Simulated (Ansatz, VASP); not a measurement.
**One calculation of Pd, two programs**

File INCAR:

```
PREC = Accurate ; ENCUT = 520
EDIFF = 1E-7 ; ISMEAR = 0
SIGMA = 0.6 ; LREAL = F
LASPH = T ; NELM = 80
ALGO = Normal ; ISIF = 2
LWAVE = F ; LCHARG = F
GGA = PE ; NBANDS = 11
```

KPOINTS

```
Automatic mesh
0
Gamma
  14 14 14
```

POSCAR

```
Pd
1.0
    0.0000000000      1.9734737307      1.9734737307
    1.9734737307      0.0000000000      1.9734737307
    1.9734737307      1.9734737307      0.0000000000
Pd
1
Direct
    0.0000000000      0.0000000000      0.0000000000
```

Input for Ansatz:

```yaml
crystal:
  lattice:
    - [0.0, 1.9734737307, 1.9734737307]
    - [1.9734737307, 0.0, 1.9734737307]
    - [1.9734737307, 1.9734737307, 0.0]
  atoms:
    - { symbol: Pd, position: [0.0, 0.0, 0.0] }
hamiltonian:
  xc: pbe
  pseudopotentials:
    kind: paw
    azcp:
      Pd: "pseudopotentials/Pd.paw.azcp"
basis:
  ecutwfc: 420
  fft_grid_basis: typed
kpoints:
  mp_grid: { grid: [14, 14, 14], shift: [0, 0, 0] }
magnetization:
  spin_polarized: false
scf:
  occupations: { method: gaussian, width: 0.6 }
  lower_state_search: "off"
output:
  stress: true
```

Alike in both runs: task single point; functional PBE; k mesh 14 × 14 × 14; occupations gaussian, width 0.6 eV; no spin polarisation.

|  | VASP | Ansatz |
| --- | --- | --- |
| version | VASP 6.6.1 | Ansatz 0.2.0 |
| potentials or method | VASP PAW PBE potentials, release 64 (Pd), cutoff 520 eV | plane waves (420 eV) with PAW, scalar-relativistic |
| valence electrons in the cell | 10 | 18 |

```csv
,VASP,Ansatz,Ansatz less VASP
pressure (GPa),0.5,0.7,+0.29
```

The functional is the same, so the differences come from potentials, cutoffs and numerics. VASP's potentials hold 10 valence electrons a cell and Ansatz's 18, so a difference there can come from the potentials and not from the codes.
